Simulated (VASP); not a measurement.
AlSi16 (a cell with a defect), 17 atoms in the cell. The cell holds a defect, 17 atoms: a = 7.679 Å, b = 7.679 Å, c = 7.679 Å, α = 60.00°, β = 60.00°, γ = 60.00°. 

| Property | Result |
| --- | --- |
| Program | VASP 6.6.1 |
| Task | single point |
| Functional | PBEsol |
| Potentials or basis | VASP PAW PBE potentials, release 64 (Si, Al) |
| Cutoff | 520 eV |
| k mesh | 2 × 2 × 2 |
| Occupations | fermi-dirac, width 0.02 eV |
| Spin | collinear spin, zero start |
| Starting moments | [0.0, 0.0, 0.0, 0.0, 0.0, 0.0, 0.0, 0.0, 0.0, 0.0, 0.0, 0.0, 0.0, 0.0, 0.0, 0.0, 0.0] μB |
| Dipole correction | no |
| Further INCAR settings | LREAL = Auto; ALGO = Normal; EDIFF = 1e-06; NBANDS = 52 |

Potentials or basis: VASP PAW PBE potentials, release 64 (Si, Al).

Launch:

```bash
$ cat potpaw_PBE.64/Si/POTCAR potpaw_PBE.64/Al/POTCAR > POTCAR
$ mpirun -np 1 vasp_std > vasp.out
```

Hardware: 1 thread of AMD EPYC 9R45 96-Core Processor (Zen 5), on a shared host.

Task: Estimate the wall time of this run.

Result: It took 4.9 min on 1 thread of AMD EPYC 9R45 96-Core Processor (Zen 5) (shared host), peak memory 0.67 GiB. Counts: scf iterations 13, k points 8.
